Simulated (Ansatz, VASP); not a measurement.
**PbS: VASP beside Ansatz**

```xyz
2
Lattice="0.0000 2.9257 2.9257 2.9257 0.0000 2.9257 2.9257 2.9257 0.0000" Properties=species:S:1:pos:R:3 pbc="T T T"
Pb    0.0000    0.0000    0.0000
S     2.9257    2.9257    2.9257
```

Alike in both runs: task single point; functional PBE; k mesh 6 × 6 × 6; no spin polarisation.

|  | VASP | Ansatz |
| --- | --- | --- |
| version | VASP 6.6.1 | Ansatz 0.2.0 |
| potentials or method | VASP PAW PBE potentials, release 64 (Pb_d, S), cutoff 500 eV | plane waves, PAW |
| occupations | gaussian, width 0.01 eV | fixed |
| valence electrons in the cell | 20 | 20 |

VASP gave:

- pressure (GPa): 4.9

Task: What did Ansatz give for the same quantities?

Result: Pressure (GPa): 5.0.

Neither program's run includes spin-orbit coupling.
